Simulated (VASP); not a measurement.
Here is a VASP 6.6.1 calculation.

The input INCAR:

```
SYSTEM = TePb
PREC = Accurate
ENCUT = 520
EDIFF = 1E-6
ISMEAR = 0
SIGMA = 0.01
LREAL = .FALSE.
LASPH = .TRUE.
NELM = 80
ALGO = Normal
ISIF = 2
LWAVE = .FALSE.
LCHARG = .TRUE.
GGA = PE
LELF = .TRUE.
LVHAR = .TRUE.
NBANDS = 17
```

Contents of KPOINTS:

```
regular mesh
0
G
  6 6 6
  0 0 0
```

The input POSCAR:

```
TePb
1.0
    0.0000000000      3.5905972282      3.5905972282
    3.5905972282      0.0000000000      3.5905972282
    3.5905972282      3.5905972282      0.0000000000
Pb Te
1 1
Direct
    0.0000000000      0.0000000000      0.0000000000
    0.2500000000      0.2500000000      0.2500000000
```

Potentials or basis: VASP PAW PBE potentials, release 64 (Pb_d, Te).

Command:

```bash
$ cat potpaw_PBE.64/Pb_d/POTCAR potpaw_PBE.64/Te/POTCAR > POTCAR
$ mpirun -np 1 vasp_std > vasp.out
```

(1) What does it give for the band gap on the k mesh?

(2) What does it give for the pressure?

Results:

(1) 0.66 eV (least direct gap 1.15 eV).

(2) 1.7 GPa.

Caveat: spin-orbit coupling is left out, which moves the levels of the heavy elements.
